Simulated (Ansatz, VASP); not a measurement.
**One calculation of Cd4Te3, two programs**

```
Cd Te
1.0
     4.67919    0.00000    0.00000
     0.00000    4.67919    0.00000
     0.00000    0.00000   24.92606
Cd Te
4 3
Direct
  0.50000 0.50000 0.29598
  0.00000 0.00000 0.43315
  0.50000 0.50000 0.56685
  0.00000 0.00000 0.70402
  0.50000 0.00000 0.36506
  0.00000 0.50000 0.50000
  0.50000 0.00000 0.63494
```

Alike in both runs: functional PBE; k mesh 8 × 8 × 1; occupations gaussian, width 0.05 eV; no spin polarisation.

Ansatz relaxed the structure, and its values are those at the end. VASP's run is a single point on that final structure, the one shown.

|  | VASP | Ansatz |
| --- | --- | --- |
| version | VASP 6.6.1 | Ansatz 0.2.0 |
| potentials or method | VASP PAW PBE potentials, release 64 (Cd, Te), cutoff 520 eV | scalar-relativistic, plane waves, PAW |
| valence electrons in the cell | 66 | 128 |

```csv
,VASP,Ansatz,Ansatz less VASP
gap on the k mesh at the Fermi level (eV),none,none,-
rms of the force components (eV/Å),0.005,0.001,-0.0042
"work function, face that differs most (eV)",4.01,4.02,+0.002
```

A gap of «none» marks a metal or a gap that the smearing closes. VASP's potentials hold 66 valence electrons a cell and Ansatz's 128, so a difference there can come from the potentials and not from the codes.

Spin-orbit coupling is off throughout.
